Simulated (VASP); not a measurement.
Here is a VASP 6.6.1 calculation.

INCAR

```
SYSTEM = CaO
ALGO = Normal
EDIFF = 1E-8
ENCUT = 520
GGA = PS
IBRION = 8
ISIF = 2
ISMEAR = 0
LASPH = .True.
LCHARG = .False.
LEPSILON = .True.
LREAL = .False.
LWAVE = .False.
NELM = 80
NSW = 1
PREC = Accurate
SIGMA = 0.01
```

KPOINTS

```
k-points
0
Gamma
  6 6 6
  0 0 0
```

File POSCAR:

```
CaO
1.0
    0.0000000000      2.4065000000      2.4065000000
    2.4065000000      0.0000000000      2.4065000000
    2.4065000000      2.4065000000      0.0000000000
Ca O
1 1
Direct
    0.0000000000      0.0000000000      0.0000000000
    0.5000000000      0.5000000000      0.5000000000
```

Potentials or basis: VASP PAW PBE potentials, release 64 (Ca_sv, O).

The run is started by

```bash
$ cat potpaw_PBE.64/Ca_sv/POTCAR potpaw_PBE.64/O/POTCAR > POTCAR
$ mpirun -np 1 vasp_std > vasp.out
```

Q: Predict the electronic dielectric tensor (diagonal).

A: 3.86.

Q: Predict the Born charges (mean of the diagonal).

A: Ca +2.36; O -2.36 e.

Q: Estimate the highest phonon frequency at Γ, LO-TO splitting left out.

A: 258 cm⁻¹.

Born effective charge tensors (e):
atom 1, Ca
```
2.36 0.00 0.00
0.00 2.36 0.00
0.00 0.00 2.36
```
atom 2, O
```
-2.36  0.00  0.00
 0.00 -2.36  0.00
 0.00  0.00 -2.36
```

Caveat: the k points lie up to 0.38 Å⁻¹ apart; the cell stands under pressure or tension, which shifts response properties.
